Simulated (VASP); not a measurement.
# SrTa2O2: relaxation of cell and atoms with PBE

Crystal: SrTa2O2.

```xyz
5
Lattice="-3.0477 3.0477 2.8237 3.0477 -3.0477 2.8237 3.0477 3.0477 -2.8237" Properties=species:S:1:pos:R:3 pbc="T T T"
Sr    0.0000    0.0000    0.0000
Ta    0.0000    3.0477    0.0000
Ta    3.0477    0.0000    0.0000
O     0.0000    0.0000    3.4997
O     0.0000    0.0000    2.1477
```

The cell was generated, and may not be a known phase.

| Item | Value |
| --- | --- |
| Program | VASP 6.6.1 |
| Task | relaxation of cell and atoms |
| Functional | PBE |
| Potentials or basis | VASP PAW PBE potentials, release 64 (Sr_sv, Ta_pv, O) |
| Cutoff | 600 eV |
| k mesh | 10 × 10 × 10 |
| Occupations | gaussian, width 0.1 eV |
| Spin | no spin polarisation |
| Dipole correction | no |
| Further INCAR settings | ALGO = Normal; EDIFF = 1e-07; IBRION = 2; EDIFFG = -0.01; NSW = 100; ISIF = 3 |

| Property | Result |
| --- | --- |
| Relaxed volume | 21.30 Å³/atom |
| Relaxed cell | a = 5.180 Å, b = 5.180 Å, c = 5.180 Å, α = 107.27°, β = 107.27°, γ = 113.97° |
| Space group after relaxing (to 0.1 Å) | I4/mmm (No. 139) |
| Energy gained by relaxing | 0.3 meV/atom |
| Ionic steps | 7 |
| Pressure after relaxing | 0.0 GPa |
| Band gap on the k mesh | zero (bands 22 and 23 overlap by 0.47 eV) |

Forces on the atoms (eV/Å):
```
Sr   0.000  0.000  0.000
Ta   0.000  0.000  0.000
Ta   0.000  0.000  0.000
O    0.000  0.000 -0.002
O    0.000  0.000  0.002
```

The path:
```
step  energy change (eV)  largest force (eV/Å)  pressure (GPa)  volume (Å³)
   1              0.0000                0.1044            0.39       104.91
   2              0.0014                0.3427           -0.32       105.68
   3             -0.0005                0.0526            0.14       105.17
   4             -0.0009                0.0150            0.02       105.57
   5             -0.0009                0.0480           -0.04       105.76
   6             -0.0012                0.0353           -0.03       105.95
   7             -0.0016                0.0021           -0.01       106.49
```

Final structure:
```xyz
5
Lattice="-3.0713 3.0713 2.8223 3.0713 -3.0713 2.8223 3.0713 3.0713 -2.8223" Properties=species:S:1:pos:R:3 pbc="T T T"
Sr    0.0000    0.0000    0.0000
Ta    0.0000    3.0713    0.0000
Ta    3.0713    0.0000    0.0000
O     0.0000    0.0000    3.4991
O     0.0000    0.0000    2.1455
```

Levels at points of the mesh, in eV from the Fermi level:
```csv
k point,band 19,band 20,band 21,band 22,band 23,band 24,band 25,band 26
"(0.00, 0.00, 0.00)",-1.69,-1.65,-0.69,-0.01,-0.01,0.78,1.44,1.65
"(0.50, 0.00, 0.00)",-0.56,-0.41,-0.01,0.01,0.16,0.16,0.41,0.69
"(0.50, 0.50, 0.00)",-1.40,-0.95,-0.62,-0.11,0.39,0.78,0.89,1.59
"(0.50, 0.50, 0.50)",-1.24,-0.61,-0.16,-0.16,-0.13,0.08,0.91,1.13
```

It took 15 min on 1 thread of Intel(R) Xeon(R) 6975P-C (Granite Rapids), with other jobs on the host, peak memory 0.51 GiB.

Caveat: spin-orbit coupling is left out, which moves the levels of the heavy elements.
